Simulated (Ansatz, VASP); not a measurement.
MoS2: VASP beside Ansatz

INCAR

```
PREC = Accurate ; ENCUT = 520
EDIFF = 1E-6 ; ISMEAR = 0
SIGMA = 0.05 ; LREAL = False
LASPH = True ; NELM = 60
ALGO = Normal ; ISIF = 2
LWAVE = False ; LCHARG = False
LDIPOL = True ; IDIPOL = 3
DIPOL = 0.5 0.5 0.500 ; GGA = PS
NBANDS = 49
```

The input KPOINTS:

```
Automatic mesh
0
Gamma
  1 1 1
```

Contents of POSCAR:

```
MoS2
1.0
    3.1414322091      0.0000000000      0.0000000000
   -1.5707161046      2.7205600974      0.0000000000
    0.0000000000      0.0000000000     30.6970122376
S Mo
6 3
Direct
    0.6666666667      0.3333333333      0.2443234521
    0.6666666667      0.3333333333      0.3459031328
    0.3333333333      0.6666666667      0.4492101597
    0.3333333333      0.6666666667      0.5507898403
    0.6666666667      0.3333333333      0.6540968672
    0.6666666667      0.3333333333      0.7556765479
    0.3333333333      0.6666666667      0.2951132924
    0.6666666667      0.3333333333      0.5000000000
    0.3333333333      0.6666666667      0.7048867076
```

Input for Ansatz:

```yaml
crystal:
  lattice:
    - [3.1414322091, 0.0, 0.0]
    - [-1.5707161046, 2.7205600974, 0.0]
    - [0.0, 0.0, 30.6970122376]
  atoms:
    - { symbol: S, position: [0.6666666667, 0.3333333333, 0.2443234521] }
    - { symbol: Mo, position: [0.3333333333, 0.6666666667, 0.2951132924] }
    - { symbol: S, position: [0.6666666667, 0.3333333333, 0.3459031328] }
    - { symbol: S, position: [0.3333333333, 0.6666666667, 0.4492101597] }
    - { symbol: Mo, position: [0.6666666667, 0.3333333333, 0.5] }
    - { symbol: S, position: [0.3333333333, 0.6666666667, 0.5507898403] }
    - { symbol: S, position: [0.6666666667, 0.3333333333, 0.6540968672] }
    - { symbol: Mo, position: [0.3333333333, 0.6666666667, 0.7048867076] }
    - { symbol: S, position: [0.6666666667, 0.3333333333, 0.7556765479] }
basis:
  ecutwfc: 420
kpoints:
  mp_grid: { grid: [1, 1, 1] }
hamiltonian:
  xc: pbesol
scf:
  occupations: { method: gaussian, width: 0.05 }
output:
  forces: true
  stress: true
  eigenvalues: true
efield:
  axis: 3
  dipole_correction: true
  ramp_width: 0.04
```

Alike in both runs: task single point; functional PBEsol; k mesh 1 × 1 × 1; occupations gaussian, width 0.05 eV; no spin polarisation.

|  | VASP | Ansatz |
| --- | --- | --- |
| version | VASP 6.6.1 | Ansatz 0.2.0 |
| potentials or method | VASP PAW PBE potentials, release 64 (S, Mo_sv), cutoff 520 eV | scalar-relativistic, plane waves, PAW |
| valence electrons in the cell | 78 | 78 |

|  | VASP | Ansatz | Ansatz less VASP |
| --- | --- | --- | --- |
| gap on the k mesh at the Fermi level (eV) | 2.04 | 2.02 | -0.018 |
| least direct gap on the mesh (eV) | 2.04 | 2.02 | -0.018 |
| rms of the force components (eV/Å) | 1.824 | 1.835 | +0.0115 |

VASP's potentials were made for PBE, not for PBEsol.
